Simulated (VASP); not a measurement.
A run of VASP 6.6.1:

File POSCAR:

```
BiSbPt2
1.0
    4.2759210000      0.0000000000      0.0000000000
   -2.1379600000      3.7030560000      0.0000000000
    0.0000000000      0.0000000000      5.5527030000
Sb Bi Pt
1 1 2
Direct
    0.3333333333      0.6666666667      0.5000000000
    0.0000000000      0.0000000000      0.0000000000
    0.6666666667      0.3333333333      0.7450180000
    0.6666666667      0.3333333333      0.2549820000
```

Contents of INCAR.step1:

```
PREC = Accurate
ENCUT = 600
ISMEAR = -1
SIGMA = 0.15
LREAL = False
LASPH = True
NELM = 60
GGA = PE
ALGO = Normal
EDIFF = 1E-4
LWAVE = True
LCHARG = False
```

The input INCAR.step2:

```
PREC = Accurate
ENCUT = 600
EDIFF = 1E-7
ISMEAR = -1
SIGMA = 0.15
LREAL = False
LASPH = True
NELM = 60
ALGO = Normal
ISIF = 3
LWAVE = False
LCHARG = False
METAGGA = R2SCAN
LMIXTAU = True
IVDW = 13
VDW_S6 = 1.0
VDW_S8 = 0.6018749
VDW_A1 = 0.51559235
VDW_A2 = 5.77342911
IBRION = 2
NSW = 50
EDIFFG = -0.01
ISTART = 1
```

KPOINTS

```
regular mesh
0
Gamma
  6 6 4
```

Potentials or basis: VASP PAW PBE potentials, release 64 (Sb, Bi_d, Pt).

The run is started by

```console
$ cat potpaw_PBE.64/Sb/POTCAR potpaw_PBE.64/Bi_d/POTCAR potpaw_PBE.64/Pt/POTCAR > POTCAR
$ cp INCAR.step1 INCAR
$ mpirun -np 1 vasp_std > vasp.out
$ cp INCAR.step2 INCAR
$ mpirun -np 1 vasp_std > vasp.out
```

Hardware: 1 thread of AMD EPYC 9755 128-Core Processor, on a shared host.

**Question.** How long does it take, and how much memory?

**Answer.** It took 31 min on 1 thread of AMD EPYC 9755 128-Core Processor (shared host), peak memory 0.26 GiB. Counts: k points 21, ion steps 7.
